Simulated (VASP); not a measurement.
# TiAl (Pmmm) in VASP: single point with LDA

Aim: the single point of TiAl with LDA.

Everything below comes from runs of VASP 6.6.1. Logs are shortened: lines on timing, memory, paths and dates and some standing lists are left out, and cuts for length are marked.

**1. The cell of the first run**

It takes space group Pmmm (No. 47, orthorhombic). Conventional cell: a = 3.124 Å, b = 3.296 Å, c = 3.468 Å, α = 90.00°, β = 90.00°, γ = 90.00°. Ti (site symmetry mmm) has 8 Al at 2.86 Å and 6 Ti at 3.12 to 3.47 Å within 3.8 Å. Al (site symmetry mmm) has 8 Ti at 2.86 Å and 6 Al at 3.12 to 3.47 Å within 3.8 Å.

**2. Single point, LDA (normal strain along x +0.0550, normal strain along y +0.1100)**

The input, INCAR:

```
PREC = Accurate ; ENCUT = 520
EDIFF = 1E-6 ; ISMEAR = 0
SIGMA = 0.15 ; LREAL = F
LASPH = T ; NELM = 100
ALGO = Fast ; ISIF = 2
LWAVE = F ; LCHARG = F
NBANDS = 14
```

The input, KPOINTS:

```
regular mesh
0
Gamma
  14 14 14
```

The input, POSCAR:

```
TiAl
1.0
    3.2959109708      0.0000000000      0.0000000000
    0.0000000000      3.4677357133      0.0000000000
    0.0000000000      0.0000000000      3.1240862282
Ti Al
1 1
Direct
    0.0000000000      0.0000000000      0.0000000000
    0.5000000000      0.5000000000      0.5000000000
```

Potentials or basis: VASP PAW LDA potentials, release 64 (Ti_sv, Al).

Launch:

```
cat potpaw_LDA.64/Ti_sv/POTCAR potpaw_LDA.64/Al/POTCAR > POTCAR
mpirun -np 1 vasp_std > vasp.out
```

OUTCAR:

```text
PREC = Accurate
   ENCUT = 520
   EDIFF = 1E-6
   ISMEAR = 0
   LREAL = F
   LASPH = T
   NELM = 100
   ISIF = 2

 ion  position               nearest neighbor table
   1  0.000  0.000  0.000-   2 2.86   2 2.86   2 2.86   2 2.86   2 2.86   2 2.86   2 2.86   2 2.86

   2  0.500  0.500  0.500-   1 2.86   1 2.86   1 2.86   1 2.86   1 2.86   1 2.86   1 2.86   1 2.86

  LATTYP: Found a simple orthorhombic cell.
 ALAT       =     3.1240862282
 B/A-ratio  =     1.0550000000
 C/A-ratio  =     1.1100000000

  Lattice vectors:

 A1 = (   0.0000000000,   0.0000000000,   3.1240862282)
 A2 = (   3.2959109708,   0.0000000000,   0.0000000000)
 A3 = (   0.0000000000,   3.4677357133,   0.0000000000)

Analysis of symmetry for initial positions (statically):
=====================================================================
 Subroutine PRICEL returns:
 Original cell was already a primitive cell.

 Routine SETGRP: Setting up the symmetry group for a
 simple orthorhombic supercell.

 Subroutine GETGRP returns: Found  8 space group operations
 (whereof  8 operations were pure point group operations)
 out of a pool of  8 trial point group operations.

The static configuration has the point symmetry D_2h.

Analysis of symmetry for dynamics (positions and initial velocities):
=====================================================================
 Subroutine PRICEL returns:
 Original cell was already a primitive cell.

 Routine SETGRP: Setting up the symmetry group for a
 simple orthorhombic supercell.

 Subroutine GETGRP returns: Found  8 space group operations
 (whereof  8 operations were pure point group operations)
 out of a pool of  8 trial point group operations.

The dynamic configuration has the point symmetry D_2h.

 Subroutine INISYM returns: Found  8 space group operations
 (whereof  8 operations are pure point group operations),
 and found     1 'primitive' translations

----------------------------------------------------------------------------------------

                                     Primitive cell

  volume of cell :      35.7063

  direct lattice vectors                    reciprocal lattice vectors
     3.295910971  0.000000000  0.000000000     0.303406254  0.000000000  0.000000000
     0.000000000  3.467735713  0.000000000     0.000000000  0.288372610  0.000000000
     0.000000000  0.000000000  3.124086228     0.000000000  0.000000000  0.320093598

  length of vectors
     3.295910971  3.467735713  3.124086228     0.303406254  0.288372610  0.320093598

  position of ions in fractional coordinates (direct lattice)
     0.000000000  0.000000000  0.000000000
     0.500000000  0.500000000  0.500000000

  ion indices of the primitive-cell ions
   primitive index   ion index
                 1           1
                 2           2

----------------------------------------------------------------------------------------

 KPOINTS: regular mesh

Automatic generation of k-mesh.
 Grid dimensions read from file:
 generate k-points for:   14   14   14

 Generating k-lattice:

  Cartesian coordinates                     Fractional coordinates (reciprocal lattice)
     0.021671875  0.000000000  0.000000000     0.071428571  0.000000000  0.000000000
     0.000000000  0.020598044  0.000000000     0.000000000  0.071428571  0.000000000
     0.000000000  0.000000000  0.022863828     0.000000000  0.000000000  0.071428571

  Length of vectors
     0.021671875  0.020598044  0.022863828

  Shift w.r.t. Gamma in fractional coordinates (k-lattice)
     0.000000000  0.000000000  0.000000000

 Subroutine IBZKPT returns following result:
 ===========================================

 Found    512 irreducible k-points:

 Following reciprocal coordinates:
            Coordinates               Weight
  0.000000  0.000000  0.000000      1.000000
  0.071429  0.000000  0.000000      2.000000
  0.142857  0.000000  0.000000      2.000000
  0.214286  0.000000  0.000000      2.000000
  0.285714  0.000000  0.000000      2.000000
  0.357143  0.000000  0.000000      2.000000
[... 16 lines left out ...]
  0.428571  0.142857  0.000000      4.000000
  0.500000  0.142857  0.000000      2.000000
 [... further k-points ...]
   k-points           NKPTS =    512   k-points in BZ     NKDIM =    512   number of bands    NBANDS=     14
   number of dos      NEDOS =    301   number of ions     NIONS =      2
   total plane-waves  NPLWV =  18816
   dimension x,y,z NGX =    28 NGY =   28 NGZ =   24
   dimension x,y,z NGXF=    56 NGYF=   56 NGZF=   48
   ions per type =               1   1
   NGX,Y,Z   is equivalent  to a cutoff of  14.12, 13.42, 12.77 a.u.
   NGXF,Y,Z  is equivalent  to a cutoff of  28.25, 26.85, 25.54 a.u.
 SYSTEM =  unknown system
   PREC   = accura    normal or accurate (medium, high low for compatibility)
   ISTART =      0    job   : 0-new  1-cont  2-samecut
   ICHARG =      2    charge: 1-file 2-atom 10-const
   ISPIN  =      1    spin polarized calculation?
   LNONCOLLINEAR =      F non collinear calculations
   LSORBIT =      F    spin-orbit coupling
   LASPH  =      T    aspherical Exc in radial PAW
   ENCUT  =  520.0 eV  38.22 Ry    6.18 a.u.   6.13  6.45  5.81*2*pi/ulx,y,z
   NELM   =    100;   NELMIN=  2; NELMDL= -5     # of ELM steps
   EDIFF  = 0.1E-05   stopping-criterion for ELM
   LREAL  =      F    real-space projection
   EDIFFG = 0.1E-04   stopping-criterion for IOM
   NSW    =      0    number of steps for IOM
   IBRION =     -1    ionic relax: 0-MD 1-quasi-New 2-CG
   NFREE  =      0    steps in history (QN), initial steepest desc. (CG)
   ISIF   =      2    stress and relaxation
   ISYM   =      2    0-nonsym 1-usesym 2-fastsym
   POTIM  = 0.5000    time-step for ionic-motion
   TEBEG  =    0.0;   TEEND  =   0.0 temperature during run
   PSTRESS=    0.0 pullay stress
   NELECT =      15.0000    total number of electrons
   NUPDOWN=      -1.0000    fix difference up-down
   EMIN   =  10.00;   EMAX   =-10.00  energy-range for DOS
   EFERMI =   0.00;   METHOD = LEGACY
   ISMEAR =     0;   SIGMA  =   0.15  broadening in eV -4-tet -1-fermi 0-gaus
   EFERMI_NEDOS =   21; number of points for ismear=-14 and -15
   IALGO  =     68    algorithm
   IMIX   =      4    mixing-type and parameters
     AMIX     =   0.40;   BMIX     =  1.00
     AMIX_MAG =   1.60;   BMIX_MAG =  1.00
  volume/ion in A,a.u.               =      17.85       120.48
  Fermi-wavevector in a.u.,A,eV,Ry     =   1.226094  2.316982 20.453726  1.503306
  Thomas-Fermi vector in A             =   2.361108
   LORBIT       =      0    0 simple, 1 ext, 2 COOP (PROOUT), +10 PAW based schemes
   GGA     = CA    functional components
   LHFCALC =     F    Hartree Fock is set to
   AEXX    =    0.0000 exact exchange contribution
   IVDW    =     0    specifies the selected vdW correction
   LEPSILON=     F    determine dielectric tensor
   LRPA    =     F    only Hartree local field effects (RPA)
 non-spin polarized calculation
 RMM-DIIS sequential band-by-band and
 Gauss-broadening in eV      SIGMA  =   0.15
  energy-cutoff  :      520.00
  volume of cell :       35.71
 maximum number of plane-waves:       996
 NGX is ok and might be reduce to    28
   NGX = 13   NGY = 13   NGZ = 11

 number of electron      14.9999997 magnetization

 Free energy of the ion-electron system (eV)
  ---------------------------------------------------
  ext. energy  EPLUGINS =         0.00000000
  ---------------------------------------------------
  free energy    TOTEN  =       -13.08617084 eV

  energy without entropy =      -13.05264951  energy(sigma->0) =      -13.06941017

 E-fermi :   7.3971     XC(G=0): -10.8601

 val. band max:        7.3958020809   @ k =   0.2143   0.1429   0.2143
 cond. band min:       7.3973010208   @ k =   0.0714   0.2857   0.3571
 fundamental gap:      0.0014989399
 Fermi energy:         7.3970701308

 k-point     1 :       0.0000    0.0000    0.0000
  band No.  band energies     occupation
      1     -48.9412      2.00000
      2     -25.5816      2.00000
      3     -25.5416      2.00000
      4     -25.4572      2.00000
      5      -1.2841      2.00000
      6       6.1528      2.00000
      7       6.3313      2.00000
      8       8.7603      0.00000
      9       9.0332      0.00000
     10       9.2038      0.00000
     11      10.1813      0.00000
     12      11.3721      0.00000
     13      12.8020      0.00000
     14      15.4048      0.00000

 k-point     2 :       0.0714    0.0000    0.0000
  band No.  band energies     occupation
      1     -48.9407      2.00000
      2     -25.5810      2.00000
      3     -25.5475      2.00000
      4     -25.4568      2.00000
      5      -1.2099      2.00000
      6       6.1516      2.00000
      7       6.3214      2.00000
      8       8.5601      0.00000
      9       9.0411      0.00000
     10       9.1242      0.00000
     11      10.4398      0.00000
     12      11.0197      0.00000
     13      12.9385      0.00000
     14      15.3076      0.00000

 k-point     3 :       0.1429    0.0000    0.0000
  band No.  band energies     occupation
      1     -48.9394      2.00000
      2     -25.5795      2.00000
      3     -25.5639      2.00000
      4     -25.4554      2.00000
      5      -0.9893      2.00000
      6       6.0238      2.00000
      7       6.3629      2.00000
      8       8.1739      0.00000
      9       8.9222      0.00000
     10       9.0632      0.00000
     11      10.3531      0.00000
     12      11.0031      0.00000
     13      13.3129      0.00000
     14      15.1409      0.00000
[... 324 lines left out ...]
 k-point    23 :       0.4286    0.1429    0.0000
  band No.  band energies     occupation
      1     -48.9312      2.00000
      2     -25.6516      2.00000
      3     -25.5840      2.00000
      4     -25.4472      2.00000
      5       1.3253      2.00000
      6       3.3968      2.00000
      7       6.6496      2.00000
      8       7.0469      1.99904
      9       8.1630      0.00000
     10       9.0285      0.00000
     11       9.9439      0.00000
     12      12.4966      0.00000
     13      14.0565      0.00000
     14      16.2710      0.00000

 k-point    24 :       0.5000    0.1429    0.0000
  band No.  band energies     occupation
      1     -48.9307      2.00000
      2     -25.6573      2.00000
      3     -25.5835      2.00000
      4     -25.4467      2.00000
      5       1.7381      2.00000
      6       2.9159      2.00000
      7       6.7180      2.00000
      8       6.9895      1.99988
      9       8.1218      0.00000
     10       9.0391      0.00000
     11       9.9798      0.00000
     12      12.8385      0.00000
     13      13.6954      0.00000
     14      16.1289      0.00000

 [... further k-points ...]
[... 5 lines left out ...]
  --------------------------------------------------------------------------------------
  -------------------------------------------------------------------------------------
  Total       -3.5007979     -2.4027449     -3.5491674      0.0000000      0.0000000      0.0000000
  in kB     -157.0844331   -107.8136553   -159.2548238      0.0000000      0.0000000      0.0000000
  external PRESSURE =    -141.3843041 kB  Pullay stress =       0.0000000 kB

 VOLUME and BASIS-vectors are now :
 -----------------------------------------------------------------------------
  energy-cutoff  :      520.00
  volume of cell :       35.71
      direct lattice vectors                 reciprocal lattice vectors
     3.295910971  0.000000000  0.000000000     0.303406254  0.000000000  0.000000000
     0.000000000  3.467735713  0.000000000     0.000000000  0.288372610  0.000000000
     0.000000000  0.000000000  3.124086228     0.000000000  0.000000000  0.320093598

 POSITION                                       TOTAL-FORCE (eV/Angst)
 -----------------------------------------------------------------------------------
      0.00000      0.00000      0.00000         0.000000      0.000000      0.000000
      1.64796      1.73387      1.56204         0.000000      0.000000      0.000000
 -----------------------------------------------------------------------------------
    total drift:                               -0.000000     -0.000000     -0.000000

  FREE ENERGIE OF THE ION-ELECTRON SYSTEM (eV)
  ---------------------------------------------------
  free  energy   TOTEN  =       -13.0861708352 eV

  energy  without entropy=      -13.0526495066  energy(sigma->0) =      -13.06941017
```

It took 4.3 min on 1 thread of Intel Xeon Platinum 8488C (Sapphire Rapids), shared host; peak memory 0.36 GiB.

Results:

```
Free energy            : -13.0862 eV
Pressure               : -14.1 GPa
Band gap on the k mesh : zero (an odd number of electrons rules out a gap without spin polarisation)
```

Caveat: the cell differs from its parent crystal (normal strain along x +0.0550, normal strain along y +0.1100); the stress differs along the axes, from -16 to -11 GPa.
